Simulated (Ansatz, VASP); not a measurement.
Given: the input of a run of Ansatz 0.2.0 on Ag.

The input input.yaml:

```yaml
crystal:
  lattice:
    - [0.0, 2.082814093, 2.082814093]
    - [2.082814093, 0.0, 2.082814093]
    - [2.082814093, 2.082814093, 0.0]
  atoms:
    - { symbol: Ag, position: [0.0, 0.0, 0.0], spin: -0.36 }
kpoints:
  mp_grid: { grid: [11, 11, 11] }
scf:
  occupations: { method: fermi_dirac, width: 0.025 }
hamiltonian:
  xc: lda
  pseudopotentials: { kind: all_electron, lapw: { basis_error: 0.001 } }
magnetization:
  spin_polarized: true
output:
  forces: true
  stress: true
  eigenvalues: true
```

Potentials or basis: all-electron LAPW, scalar-relativistic.

Command:

```console
$ ansatz run input.yaml --threads 1 --pin off --max-ram 2560MiB --backend cpu --events-out ev --progress --plain --runs-dir out
```

Set up the same calculation for VASP 6.6.1. Potentials there: VASP PAW LDA potentials, release 64 (Ag).

As run (the cutoff follows the program's own potentials):

The input INCAR:

```
SYSTEM = Ag
PREC = Accurate ; ENCUT = 520
EDIFF = 1E-6 ; ISMEAR = -1
SIGMA = 0.025 ; LREAL = .FALSE.
LASPH = .TRUE. ; NELM = 150
ALGO = Fast ; ISIF = 2
LWAVE = .FALSE. ; LCHARG = .FALSE.
ISPIN = 2 ; MAGMOM = -0.36
LORBIT = 11 ; LMAXMIX = 4
GGA = CA ; NBANDS = 16
```

Contents of KPOINTS:

```
Automatic mesh
0
G
  11 11 11
  0 0 0
```

Contents of POSCAR:

```
Ag
1.0
    0.0000000000      2.0828140930      2.0828140930
    2.0828140930      0.0000000000      2.0828140930
    2.0828140930      2.0828140930      0.0000000000
Ag
1
Direct
    0.0000000000      0.0000000000      0.0000000000
```

Potentials or basis: VASP PAW LDA potentials, release 64 (Ag).

The run is started by

```bash
$ cat potpaw_LDA.64/Ag/POTCAR > POTCAR
$ mpirun -np 1 vasp_std > vasp.out
```

Both were run:

|  | VASP | Ansatz | Ansatz less VASP |
| --- | --- | --- | --- |
| gap on the k mesh at the Fermi level (eV) | none | none | - |
| pressure (GPa) | -12.0 | -12.1 | -0.16 |
| net moment per atom (μB) | 0.00 | 0.00 | 0.000 |

LDA's correlation is that of Perdew and Zunger in VASP and of Perdew and Wang (1992) in Ansatz. A gap of «none» marks a metal or a gap that the smearing closes. Ansatz ran all-electron here, and VASP with PAW potentials.
